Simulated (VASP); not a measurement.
ZnO (zincite):

```
Zn O
1.0
     3.24931    0.00000    0.00000
    -1.62465    2.81398    0.00000
     0.00000    0.00000    5.20571
Zn O
2 2
Direct
  0.66667 0.33333 0.00000
  0.33333 0.66667 0.50000
  0.33333 0.66667 0.87901
  0.66667 0.33333 0.37901
```

* Program: VASP 6.6.1
* Task: relaxation of cell and atoms
* Functional: PBE exchange alone
* Potentials or basis: VASP PAW PBE potentials, release 64 (Zn, O)
* Cutoff: 600 eV
* k mesh: 9 × 9 × 5
* Occupations: fermi-dirac, width 0.05 eV
* Spin: no spin polarisation

At the start: pressure 21.4 GPa; volume 11.90 Å³/atom.

How do energy, volume and symmetry change on relaxing?

Over 15 steps the energy falls by 119.6 meV/atom and the volume is 13.97 Å³/atom (+17.4 %); space group P6_3mc (No. 186, to 0.05 Å).

The path:
| step | energy change (eV) | largest force (eV/Å) | pressure (GPa) | volume (Å³) |
| --- | --- | --- | --- | --- |
| 1 | 0.0000 | 0.0818 | 21.39 | 47.60 |
| 2 | -0.4199 | 0.0263 | -5.02 | 59.40 |
| 3 | -0.4781 | 0.0174 | 0.13 | 55.79 |
| 4 | -0.4780 | 0.0182 | -0.14 | 55.96 |
| 5 | -0.4783 | 0.0195 | 0.04 | 55.87 |
| 6 | -0.4784 | 0.0193 | 0.02 | 55.84 |
| 7 | -0.4784 | 0.0205 | 0.22 | 55.77 |
| 8 | -0.4784 | 0.0197 | 0.18 | 55.79 |
| 9 | -0.4785 | 0.0139 | -0.02 | 55.86 |
| 10 | -0.4785 | 0.0114 | 0.01 | 55.88 |
| 11 | -0.4785 | 0.0071 | -0.04 | 55.93 |
| 12 | -0.4785 | 0.0095 | -0.07 | 55.90 |
| 13 | -0.4785 | 0.0105 | -0.06 | 55.89 |
| 14 | -0.4785 | 0.0111 | -0.05 | 55.89 |
| 15 | -0.4786 | 0.0013 | 0.01 | 55.87 |

Final structure:
```xyz
4
Lattice="3.4148 0.0000 0.0000 -1.7074 2.9573 0.0000 0.0000 0.0000 5.5321" Properties=species:S:1:pos:R:3 pbc="T T T"
Zn    1.7074    0.9858    0.0020
Zn    0.0000    1.9715    2.7680
O     0.0000    1.9715    4.8608
O     1.7074    0.9858    2.0947
```

Caveat: the volume moved by over 15 % at a fixed basis, so the end points are rough; the volume moved by +17 % from the deposited cell, more than functionals usually miss.
